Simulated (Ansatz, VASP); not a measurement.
**One calculation of Al2Cu, two programs**

```
Al Cu
1.0
     3.84698    0.00000    0.00000
     0.00000    3.84698    0.00000
     0.00000    0.00000    3.21984
Al Cu
2 1
Direct
  0.50000 0.00000 0.50000
  0.00000 0.50000 0.50000
  0.00000 0.00000 0.00000
```

Alike in both runs: task single point; functional r2SCAN; k mesh 14 × 14 × 18; occupations gaussian, width 0.15 eV; no spin polarisation.

|  | VASP | Ansatz |
| --- | --- | --- |
| version | VASP 6.6.1 | Ansatz 0.2.0 |
| potentials or method | VASP PAW PBE potentials, release 64 (Al, Cu), cutoff 520 eV | scalar-relativistic, plane waves, PAW |
| valence electrons in the cell | 17 | 25 |

VASP gave:

* gap on the k mesh at the Fermi level (eV): none
* pressure (GPa): 1.8
* traceless stress, the component that is largest in VASP (GPa): -8.62

Problem. Estimate Ansatz's values.

Solution. gap on the k mesh at the Fermi level (eV): none; pressure (GPa): 1.9; traceless stress, the component that is largest in VASP (GPa): -8.71.

VASP's potentials were made for PBE, not for r2SCAN. A gap of «none» marks a metal or a gap that the smearing closes. VASP's potentials hold 17 valence electrons a cell and Ansatz's 25, so a difference there can come from the potentials and not from the codes.
